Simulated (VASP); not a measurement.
Here is a VASP 6.6.1 calculation.

File INCAR:

```
SYSTEM = Ti
PREC = Accurate ; ENCUT = 520
EDIFF = 1E-6 ; ISMEAR = 0
SIGMA = 0.15 ; LREAL = .False.
LASPH = .True. ; NELM = 80
ALGO = Fast ; ISIF = 2
LWAVE = .False. ; LCHARG = .False.
GGA = PS ; NBANDS = 12
```

File KPOINTS:

```
Automatic mesh
0
Gamma
  22 22 22
  0 0 0
```

POSCAR

```
Ti
1.0
   -1.5927962971      1.5927962971      1.7163972898
    1.5927962971     -1.5927962971      1.7163972898
    1.5927962971      1.5927962971     -1.7163972898
Ti
1
Direct
    0.0000000000      0.0000000000      0.0000000000
```

Potentials or basis: VASP PAW PBE potentials, release 64 (Ti_sv).

The run is started by

```bash
$ cat potpaw_PBE.64/Ti_sv/POTCAR > POTCAR
$ mpirun -np 1 vasp_std > vasp.out
```

Predict the pressure.

-5.4 GPa.

Predict the band gap on the k mesh.

zero (band 6 reaches 8.88 eV, above the bottom of band 7 at 7.31 eV).

Stress tensor (GPa, compression positive):
```
-5.88  0.00  0.00
 0.00 -5.88  0.00
 0.00  0.00 -4.38
```

Caveat: the PAW data sets were made with another functional, which shifts forces and pressure a little.
